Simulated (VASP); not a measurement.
# Ge (Fm-3m) in VASP: further runs

Ge is run at these levels: PBE; tasks: single point.

All numbers are computed with VASP 6.6.1; they aren't measurements. Logs are shortened: lines on timing, memory, paths and dates and some standing lists are left out, and cuts for length are marked.

### 1 The cell of the first run

Symmetry: Fm-3m, No. 225, cubic system. Conventional cell: a = 4.277 Å, b = 4.277 Å, c = 4.277 Å, α = 90.00°, β = 90.00°, γ = 90.00°. Within 4.0 Å of Ge (site symmetry m-3m) lie 12 Ge at 3.02 Å.

### 2 Single point, PBE

Input file INCAR:

```
PREC     = Accurate       # precision mode
ENCUT    = 520            # plane-wave cutoff, eV
EDIFF    = 1E-6           # SCF threshold, eV
ISMEAR   = -1             # smearing method
SIGMA    = 0.1            # smearing width, eV
LREAL    = False          # projectors in reciprocal space
LASPH    = True           # aspherical terms in the spheres
NELM     = 80             # most SCF steps
ALGO     = Normal         # electronic algorithm
ISIF     = 2              # what is computed and relaxed
LWAVE    = False          # write WAVECAR
LCHARG   = True           # write CHGCAR
GGA      = PE             # functional
LELF     = True           # ELF
LVHAR    = True         
NBANDS   = 13             # bands
```

Input file KPOINTS:

```
regular mesh
0
Gamma
  13 13 13
```

Input file POSCAR:

```
Ge
1.0
    0.0000000000      2.1385113409      2.1385113409
    2.1385113409      0.0000000000      2.1385113409
    2.1385113409      2.1385113409      0.0000000000
Ge
1
Direct
    0.0000000000      0.0000000000      0.0000000000
```

Potentials or basis: VASP PAW PBE potentials, release 64 (Ge_d).

Launch:

```
cat potpaw_PBE.64/Ge_d/POTCAR > POTCAR
mpirun -np 1 vasp_std > vasp.out
```

OUTCAR:

```text
PREC = Accurate
   ENCUT = 520
   EDIFF = 1E-6
   ISMEAR = -1
   LREAL = False
   LASPH = True
   NELM = 80
   ISIF = 2
   GGA = PE

 ion  position               nearest neighbor table
   1  0.000  0.000  0.000-

  LATTYP: Found a face centered cubic cell.
 ALAT       =     4.2770226818

  Lattice vectors:

 A1 = (   0.0000000000,   2.1385113409,   2.1385113409)
 A2 = (   2.1385113409,   0.0000000000,   2.1385113409)
 A3 = (   2.1385113409,   2.1385113409,   0.0000000000)

Analysis of symmetry for initial positions (statically):
=====================================================================
 Subroutine PRICEL returns:
 Original cell was already a primitive cell.

 Routine SETGRP: Setting up the symmetry group for a
 face centered cubic supercell.

 Subroutine GETGRP returns: Found 48 space group operations
 (whereof 48 operations were pure point group operations)
 out of a pool of 48 trial point group operations.

The static configuration has the point symmetry O_h .

Analysis of symmetry for dynamics (positions and initial velocities):
=====================================================================
 Subroutine PRICEL returns:
 Original cell was already a primitive cell.

 Routine SETGRP: Setting up the symmetry group for a
 face centered cubic supercell.

 Subroutine GETGRP returns: Found 48 space group operations
 (whereof 48 operations were pure point group operations)
 out of a pool of 48 trial point group operations.

The dynamic configuration has the point symmetry O_h .

 Subroutine INISYM returns: Found 48 space group operations
 (whereof 48 operations are pure point group operations),
 and found     1 'primitive' translations

----------------------------------------------------------------------------------------

                                     Primitive cell

  volume of cell :      19.5598

  direct lattice vectors                    reciprocal lattice vectors
     0.000000000  2.138511341  2.138511341    -0.233807505  0.233807505  0.233807505
     2.138511341  0.000000000  2.138511341     0.233807505 -0.233807505  0.233807505
     2.138511341  2.138511341  0.000000000     0.233807505  0.233807505 -0.233807505

  length of vectors
     3.024311742  3.024311742  3.024311742     0.404966477  0.404966477  0.404966477

  position of ions in fractional coordinates (direct lattice)
     0.000000000  0.000000000  0.000000000

  ion indices of the primitive-cell ions
   primitive index   ion index
                 1           1

----------------------------------------------------------------------------------------

 KPOINTS: regular mesh

Automatic generation of k-mesh.
 Grid dimensions read from file:
 generate k-points for:   13   13   13

 Generating k-lattice:

  Cartesian coordinates                     Fractional coordinates (reciprocal lattice)
    -0.017985193  0.017985193  0.017985193     0.076923077  0.000000000  0.000000000
     0.017985193 -0.017985193  0.017985193     0.000000000  0.076923077  0.000000000
     0.017985193  0.017985193 -0.017985193     0.000000000  0.000000000  0.076923077

  Length of vectors
     0.031151267  0.031151267  0.031151267

  Shift w.r.t. Gamma in fractional coordinates (k-lattice)
     0.000000000  0.000000000  0.000000000

 Subroutine IBZKPT returns following result:
 ===========================================

 Found     84 irreducible k-points:

 Following reciprocal coordinates:
            Coordinates               Weight
  0.000000  0.000000  0.000000      1.000000
  0.076923  0.000000  0.000000      8.000000
  0.153846  0.000000  0.000000      8.000000
  0.230769  0.000000  0.000000      8.000000
  0.307692  0.000000  0.000000      8.000000
  0.384615  0.000000  0.000000      8.000000
[... 16 lines left out ...]
  0.384615  0.153846  0.000000     24.000000
  0.461538  0.153846  0.000000     24.000000
 [... further k-points ...]
   k-points           NKPTS =     84   k-points in BZ     NKDIM =     84   number of bands    NBANDS=     13
   number of dos      NEDOS =    301   number of ions     NIONS =      1
   total plane-waves  NPLWV =  13824
   dimension x,y,z NGX =    24 NGY =   24 NGZ =   24
   dimension x,y,z NGXF=    48 NGYF=   48 NGZF=   48
   ions per type =               1
   NGX,Y,Z   is equivalent  to a cutoff of  13.19, 13.19, 13.19 a.u.
   NGXF,Y,Z  is equivalent  to a cutoff of  26.39, 26.39, 26.39 a.u.
 SYSTEM =  unknown system
   PREC   = accura    normal or accurate (medium, high low for compatibility)
   ISTART =      0    job   : 0-new  1-cont  2-samecut
   ICHARG =      2    charge: 1-file 2-atom 10-const
   ISPIN  =      1    spin polarized calculation?
   LNONCOLLINEAR =      F non collinear calculations
   LSORBIT =      F    spin-orbit coupling
   LASPH  =      T    aspherical Exc in radial PAW
   ENCUT  =  520.0 eV  38.22 Ry    6.18 a.u.   5.62  5.62  5.62*2*pi/ulx,y,z
   NELM   =     80;   NELMIN=  2; NELMDL= -5     # of ELM steps
   EDIFF  = 0.1E-05   stopping-criterion for ELM
   LREAL  =      F    real-space projection
   EDIFFG = 0.1E-04   stopping-criterion for IOM
   NSW    =      0    number of steps for IOM
   IBRION =     -1    ionic relax: 0-MD 1-quasi-New 2-CG
   NFREE  =      0    steps in history (QN), initial steepest desc. (CG)
   ISIF   =      2    stress and relaxation
   ISYM   =      2    0-nonsym 1-usesym 2-fastsym
   POTIM  = 0.5000    time-step for ionic-motion
   TEBEG  =    0.0;   TEEND  =   0.0 temperature during run
   PSTRESS=    0.0 pullay stress
   NELECT =      14.0000    total number of electrons
   NUPDOWN=      -1.0000    fix difference up-down
   EMIN   =  10.00;   EMAX   =-10.00  energy-range for DOS
   EFERMI =   0.00;   METHOD = LEGACY
   ISMEAR =    -1;   SIGMA  =   0.10  broadening in eV -4-tet -1-fermi 0-gaus
   EFERMI_NEDOS =   21; number of points for ismear=-14 and -15
   IALGO  =     38    algorithm
   IMIX   =      4    mixing-type and parameters
     AMIX     =   0.40;   BMIX     =  1.00
     AMIX_MAG =   1.60;   BMIX_MAG =  1.00
  volume/ion in A,a.u.               =      19.56       132.00
  Fermi-wavevector in a.u.,A,eV,Ry     =   1.464410  2.767333 29.177639  2.144496
  Thomas-Fermi vector in A             =   2.580389
   LORBIT       =      0    0 simple, 1 ext, 2 COOP (PROOUT), +10 PAW based schemes
   GGA     = PE    functional components
   LHFCALC =     F    Hartree Fock is set to
   AEXX    =    0.0000 exact exchange contribution
   IVDW    =     0    specifies the selected vdW correction
   LEPSILON=     F    determine dielectric tensor
   LRPA    =     F    only Hartree local field effects (RPA)
 non-spin polarized calculation
  energy-cutoff  :      520.00
  volume of cell :       19.56
 maximum number of plane-waves:       537
   NGX = 11   NGY = 11   NGZ = 11

 number of electron      14.0000013 magnetization

 Free energy of the ion-electron system (eV)
  ---------------------------------------------------
  ext. energy  EPLUGINS =         0.00000000
  ---------------------------------------------------
  free energy    TOTEN  =        -4.19204867 eV

  energy without entropy =       -4.17654853  energy(sigma->0) =       -4.18429860

 E-fermi :   6.5065     XC(G=0): -11.1178

 val. band max:        6.4343928662   @ k =   0.3846   0.2308   0.0000
 cond. band min:       6.5496907666   @ k =  -0.3077   0.4615   0.2308
 fundamental gap:      0.1152979004
 Fermi energy:         6.5064521273

 k-point     1 :       0.0000    0.0000    0.0000
  band No.  band energies     occupation
      1     -18.3018      2.00000
      2     -18.3018      2.00000
      3     -18.3018      2.00000
      4     -18.2577      2.00000
      5     -18.2577      2.00000
      6      -6.4601      2.00000
      7      15.0656      0.00000
      8      15.0656      0.00000
      9      15.0656      0.00000
     10      20.2573      0.00000
     11      20.2573      0.00000
     12      20.2573      0.00000
     13      21.3518      0.00000

 k-point     2 :       0.0769    0.0000    0.0000
  band No.  band energies     occupation
      1     -18.3016      2.00000
      2     -18.2990      2.00000
      3     -18.2990      2.00000
      4     -18.2578      2.00000
      5     -18.2578      2.00000
      6      -6.3167      2.00000
      7      13.6997      0.00000
      8      14.8540      0.00000
      9      14.8540      0.00000
     10      19.4242      0.00000
     11      20.6361      0.00000
     12      20.6361      0.00000
     13      23.0459      0.00000

 k-point     3 :       0.1538    0.0000    0.0000
  band No.  band energies     occupation
      1     -18.3014      2.00000
      2     -18.2931      2.00000
      3     -18.2931      2.00000
      4     -18.2564      2.00000
      5     -18.2564      2.00000
      6      -5.8868      2.00000
      7      11.0442      0.00000
      8      14.3843      0.00000
      9      14.3843      0.00000
     10      18.7995      0.00000
     11      21.3516      0.00000
     12      21.3516      0.00000
     13      23.8596      0.00000

 k-point     4 :       0.2308    0.0000    0.0000
  band No.  band energies     occupation
      1     -18.3014      2.00000
      2     -18.2902      2.00000
      3     -18.2902      2.00000
      4     -18.2489      2.00000
      5     -18.2489      2.00000
      6      -5.1725      2.00000
      7       8.2542      0.00000
      8      13.8916      0.00000
      9      13.8916      0.00000
     10      18.3978      0.00000
     11      21.0696      0.00000
     12      21.0697      0.00000
     13      22.9483      0.00000

 k-point     5 :       0.3077    0.0000    0.0000
  band No.  band energies     occupation
      1     -18.3019      2.00000
      2     -18.2921      2.00000
      3     -18.2921      2.00000
      4     -18.2359      2.00000
      5     -18.2359      2.00000
      6      -4.1831      2.00000
      7       5.6270      1.99970
      8      13.4925      0.00000
      9      13.4925      0.00000
     10      18.1940      0.00000
     11      20.1493      0.00000
     12      20.1493      0.00000
     13      21.7624      0.00000
[... 257 lines left out ...]
 k-point    22 :       0.3077    0.1538    0.0000
  band No.  band energies     occupation
      1     -18.3148      2.00000
      2     -18.2840      2.00000
      3     -18.2720      2.00000
      4     -18.2566      2.00000
      5     -18.2317      2.00000
      6      -4.3649      2.00000
      7       7.7245      0.00001
      8      11.6562      0.00000
      9      11.9484      0.00000
     10      16.3991      0.00000
     11      18.8629      0.00000
     12      23.6894      0.00000
     13      23.8650      0.00000

 k-point    23 :       0.3846    0.1538    0.0000
  band No.  band energies     occupation
      1     -18.3121      2.00000
      2     -18.2873      2.00000
      3     -18.2747      2.00000
      4     -18.2463      2.00000
      5     -18.2202      2.00000
      6      -3.2934      2.00000
      7       5.2466      1.99999
      8      11.1123      0.00000
      9      11.4669      0.00000
     10      15.9417      0.00000
     11      20.3912      0.00000
     12      22.7819      0.00000
     13      23.6928      0.00000

 k-point    24 :       0.4615    0.1538    0.0000
  band No.  band energies     occupation
      1     -18.3094      2.00000
      2     -18.2879      2.00000
      3     -18.2783      2.00000
      4     -18.2374      2.00000
      5     -18.2140      2.00000
      6      -2.0191      2.00000
      7       3.0697      2.00000
      8      10.3458      0.00000
      9      11.5355      0.00000
     10      15.8181      0.00000
     11      21.2715      0.00000
     12      21.8469      0.00000
     13      24.7338      0.00000

 [... further k-points ...]

------------------------ aborting loop because EDIFF is reached ----------------------------------------

  FORCE on cell =-STRESS in cart. coord.  units (eV):
  Direction    XX          YY          ZZ          XY          YZ          ZX
  --------------------------------------------------------------------------------------
  -------------------------------------------------------------------------------------
  Total       -0.0113740     -0.0113740     -0.0113740      0.0000000     -0.0000000     -0.0000000
  in kB       -0.9316619     -0.9316619     -0.9316619      0.0000000     -0.0000000     -0.0000000
  external PRESSURE =      -0.9316619 kB  Pullay stress =       0.0000000 kB

 VOLUME and BASIS-vectors are now :
 -----------------------------------------------------------------------------
  energy-cutoff  :      520.00
  volume of cell :       19.56
      direct lattice vectors                 reciprocal lattice vectors
     0.000000000  2.138511341  2.138511341    -0.233807505  0.233807505  0.233807505
     2.138511341  0.000000000  2.138511341     0.233807505 -0.233807505  0.233807505
     2.138511341  2.138511341  0.000000000     0.233807505  0.233807505 -0.233807505

 POSITION                                       TOTAL-FORCE (eV/Angst)
 -----------------------------------------------------------------------------------
      0.00000      0.00000      0.00000        -0.000000      0.000000      0.000000
 -----------------------------------------------------------------------------------
    total drift:                                0.000000      0.000000     -0.000000

  FREE ENERGIE OF THE ION-ELECTRON SYSTEM (eV)
  ---------------------------------------------------
  free  energy   TOTEN  =        -4.1920486673 eV

  energy  without entropy=       -4.1765485303  energy(sigma->0) =       -4.18429860
```

Run time: 16 s. Hardware: 1 thread of Intel Xeon 8259CL, shared host; peak memory 0.15 GiB.

What came out:

- Free energy: -4.1920 eV
- Pressure: -0.1 GPa
- Band gap on the k mesh: zero (band 7 reaches 15.07 eV, above the bottom of band 8 at 4.17 eV)

Levels at points of the mesh, in eV from the Fermi level:
```
           k point  band 3  band 4  band 5  band 6  band 7  band 8  band 9  band 10  band 11  band 12
(0.00, 0.00, 0.00)  -24.81  -24.76  -24.76  -12.97    8.56    8.56    8.56    13.75    13.75    13.75
```

### 3 Single point, PBE (volume scaled by 0.88)

Input file INCAR:

```
SYSTEM = Ge
PREC = Accurate ; ENCUT = 520
EDIFF = 1E-6 ; ISMEAR = -1
SIGMA = 0.1 ; LREAL = .FALSE.
LASPH = .TRUE. ; NELM = 60
ALGO = Normal ; ISIF = 2
LWAVE = .FALSE. ; LCHARG = .TRUE.
GGA = PE ; LELF = .TRUE.
LVHAR = .TRUE. ; NBANDS = 13
```

Input file KPOINTS:

```
Automatic mesh
0
G
  14 14 14
  0 0 0
```

Input file POSCAR:

```
Ge
1.0
    0.0000000000      2.0493011406      2.0493011406
    2.0493011406      0.0000000000      2.0493011406
    2.0493011406      2.0493011406      0.0000000000
Ge
1
Direct
    0.0000000000      0.0000000000      0.0000000000
```

Potentials or basis: VASP PAW PBE potentials, release 64 (Ge_d).

Launch:

```
cat potpaw_PBE.64/Ge_d/POTCAR > POTCAR
mpirun -np 1 vasp_std > vasp.out
```

Run time: 18 s. Hardware: 1 thread of Intel Xeon 8259CL, shared host; peak memory 0.15 GiB.

The run converged. Its results:

```yaml
Free_energy: -4.1179 eV
Pressure: 10.6 GPa
Band_gap_on_the_k_mesh: zero (band 7 reaches 17.77 eV, above the bottom of band 8 at 5.25 eV)
```

Levels at points of the mesh, in eV from the Fermi level:
| k point | band 5 | band 6 | band 7 | band 8 | band 9 | band 10 |
| --- | --- | --- | --- | --- | --- | --- |
| (0.00, 0.00, 0.00) | -24.80 | -14.08 | 9.84 | 9.84 | 9.84 | 14.61 |
| (0.50, 0.00, 0.00) | -24.74 | -8.17 | -6.22 | 7.50 | 7.50 | 13.10 |
| (0.50, 0.50, 0.00) | -24.72 | -5.55 | -4.83 | 2.73 | 2.73 | 6.69 |
